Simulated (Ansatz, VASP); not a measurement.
# Co: VASP beside Ansatz

```
Co
1.0
     0.00000    1.75666    1.75666
     1.75666    0.00000    1.75666
     1.75666    1.75666    0.00000
Co
1
Direct
  0.00000 0.00000 0.00000
```

Alike in both runs: task electric field gradients; functional r2SCAN; k mesh 18 × 18 × 18; occupations fermi-dirac, width 0.05 eV; collinear spin.

```csv
,VASP,Ansatz
version,VASP 6.6.1,Ansatz 0.2.0
potentials or method,"VASP PAW PBE potentials, release 64 (Co)","PAW with Ansatz's default frozen-core files, scalar-relativistic"
plane-wave cutoff (eV),520,500
valence electrons in the cell,9,17
```

```csv
,VASP,Ansatz,Ansatz less VASP
pressure (GPa),-0.3,-0.2,+0.02
net moment per atom (μB),1.82,1.83,+0.013
size of the moment on the site where the two differ most (μB),1.88,1.94,+0.066
```

VASP's potentials were made for PBE, not for r2SCAN. Site moments also hang on the region over which each program counts them. The functional is the same, so the differences come from potentials, cutoffs and numerics. VASP's potentials hold 9 valence electrons a cell and Ansatz's 17, so a difference there can come from the potentials and not from the codes. Ansatz's warnings: stability check not made.
